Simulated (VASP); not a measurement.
Here is a VASP 6.6.1 calculation.

File INCAR:

```
ALGO = Normal ; EDIFF = 1E-8
ENCUT = 520 ; GGA = PS
ISIF = 2 ; ISMEAR = -1
LASPH = T ; LCHARG = F
LEFG = T ; LREAL = F
LWAVE = F ; NBANDS = 14
NELM = 100 ; PREC = Accurate
SIGMA = 0.03
```

Contents of KPOINTS:

```
k-points
0
Gamma
  10 10 10
```

The input POSCAR:

```
HfN
1.0
    0.0000000000      2.2590000000      2.2590000000
    2.2590000000      0.0000000000      2.2590000000
    2.2590000000      2.2590000000      0.0000000000
Hf N
1 1
Direct
    0.0000000000      0.0000000000      0.0000000000
    0.5000000000      0.5000000000      0.5000000000
```

Potentials or basis: VASP PAW PBE potentials, release 64 (Hf_pv, N).

Launch:

```sh
$ cat potpaw_PBE.64/Hf_pv/POTCAR potpaw_PBE.64/N/POTCAR > POTCAR
$ mpirun -np 1 vasp_std > vasp.out
```

(1) Estimate the pressure.

Results:

(1) -5.2 GPa.

Caveat: without QUAD_EFG the Cq values of the log hold for a quadrupole moment of 1 mb, not for the nuclei; the PAW data sets were made with another functional, which shifts forces and pressure a little.
